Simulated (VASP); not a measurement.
Here is a VASP 6.6.1 calculation.

The input INCAR:

```
SYSTEM = TiRh3
ALGO     = Normal         ! electronic algorithm
EDIFF    = 1E-6           ! SCF threshold, eV
ENCUT    = 520            ! plane-wave cutoff, eV
ISIF     = 2              ! what is computed and relaxed
ISMEAR   = -1             ! smearing method
LASPH    = .True.         ! aspherical terms in the spheres
LCHARG   = .False.        ! write CHGCAR
LREAL    = .False.        ! projectors in reciprocal space
LWAVE    = .False.        ! write WAVECAR
NBANDS   = 36             ! bands
NELM     = 80             ! most SCF steps
PREC     = Accurate       ! precision mode
SIGMA    = 0.05           ! smearing width, eV
```

KPOINTS

```
k-points
0
Gamma
  6 6 6
  0 0 0
```

POSCAR

```
TiRh3
1.0
    3.7706273046      0.0000000000      0.0000000000
    0.0000000000      3.7706273046      0.0000000000
    0.0000000000      0.0000000000      3.7706273046
Ti Rh
1 3
Direct
    0.0000000000      0.0000000000      0.0000000000
    0.0000000000      0.5000000000      0.5000000000
    0.5000000000      0.0000000000      0.5000000000
    0.5000000000      0.5000000000      0.0000000000
```

Potentials or basis: VASP PAW LDA potentials, release 64 (Ti_sv, Rh_pv).

Command:

```bash
$ cat potpaw_LDA.64/Ti_sv/POTCAR potpaw_LDA.64/Rh_pv/POTCAR > POTCAR
$ mpirun -np 1 vasp_std > vasp.out
```

Q: Predict the pressure.

A: 0.8 GPa.
